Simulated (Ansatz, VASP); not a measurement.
**Na in VASP and in Ansatz**

```
CELL_PARAMETERS angstrom
3.76700 0.00000 0.00000
-1.88350 3.26232 0.00000
0.00000 0.00000 6.15400
ATOMIC_POSITIONS crystal
Na 0.33333 0.66667 0.25000
Na 0.66667 0.33333 0.75000
```

Alike in both runs: task single point; functional r2SCAN; k mesh 18 × 18 × 10; occupations gaussian, width 0.15 eV; no spin polarisation.

|  | VASP | Ansatz |
| --- | --- | --- |
| version | VASP 6.6.1 | Ansatz 0.2.0 |
| potentials or method | VASP PAW PBE potentials, release 64 (Na_pv), cutoff 520 eV | scalar-relativistic, plane waves, PAW |
| valence electrons in the cell | 14 | 18 |

|  | VASP | Ansatz | Ansatz less VASP |
| --- | --- | --- | --- |
| gap on the k mesh at the Fermi level (eV) | none | none | - |
| pressure (GPa) | 0.0 | 0.0 | -0.04 |

VASP's potentials were made for PBE, not for r2SCAN. A gap of «none» marks a metal or a gap that the smearing closes. The functional is the same, so the differences come from potentials, cutoffs and numerics. VASP's potentials hold 14 valence electrons a cell and Ansatz's 18, so a difference there can come from the potentials and not from the codes.
